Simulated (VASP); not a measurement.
Crystal: Cd.

```
CELL_PARAMETERS angstrom
2.95888 0.00000 0.00000
-1.47944 2.56246 0.00000
0.00000 0.00000 5.57995
ATOMIC_POSITIONS crystal
Cd 0.66667 0.33333 0.75000
Cd 0.33333 0.66667 0.25000
```

Program: VASP 6.6.1. Alike in all runs: task single point; no spin polarisation; cell as given; k mesh 10 × 10 × 5; cutoff (eV) 520; smearing fermi-dirac 0.05 eV.

Order these runs on this cell by their pressure, lowest first.
A. level r2SCAN; potentials or basis VASP PAW PBE potentials, release 64 (Cd)
B. level LDA; potentials or basis VASP PAW LDA potentials, release 64 (Cd)
C. level PBE; potentials or basis VASP PAW PBE potentials, release 64 (Cd)
D. level PBEsol; potentials or basis VASP PAW PBE potentials, release 64 (Cd)

B (-2.9 GPa), D (-0.1 GPa), A (2.2 GPa), C (4.6 GPa).

Caveats: the PAW data sets were made with another functional, which shifts forces and pressure a little (some runs).
